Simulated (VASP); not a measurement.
Set up this calculation in VASP 6.6.1, as the native input.

```yaml
Task: single point
Functional: PBE
Potentials_or_basis: VASP PAW PBE potentials, release 64 (Cu)
Cutoff: 520 eV
k_mesh: 4 × 12 × 2
Occupations: gaussian, width 0.02 eV
Spin: no spin polarisation
Dipole_correction: no
Further_INCAR_settings: ALGO = Normal; EDIFF = 1e-06; NBANDS = 12
```

The structure of Cu lies in POSCAR:

```
Cu
1.0
   11.2621380901      0.0834215310      0.1313223824
    0.0161375092      2.2483512008      0.0026187082
   -4.2264550187     -0.0076946843     21.7392809038
Cu
1
Direct
    0.5000000000      0.5000000000      0.5000000000
```

This cell differs from its parent crystal: strained.

One way to write it, as run:

INCAR

```
ALGO = Normal ; EDIFF = 1E-6
ENCUT = 520 ; GGA = PE
ISIF = 2 ; ISMEAR = 0
LASPH = True ; LCHARG = False
LREAL = False ; LWAVE = False
NBANDS = 12 ; NELM = 100
PREC = Accurate ; SIGMA = 0.02
```

KPOINTS

```
k-points
0
Gamma
  4 12 2
```

Potentials or basis: VASP PAW PBE potentials, release 64 (Cu).

Command:

```bash
$ cat potpaw_PBE.64/Cu/POTCAR > POTCAR
$ mpirun -np 1 vasp_std > vasp.out
```

It gave:

```
Pressure : 0.1 GPa
```

Caveat: the cell differs from its parent crystal (strained).

Run time: 13 min on 1 thread of AMD EPYC 7R43 64-Core Processor (Zen 3), with other jobs on the host, peak memory 0.68 GiB.
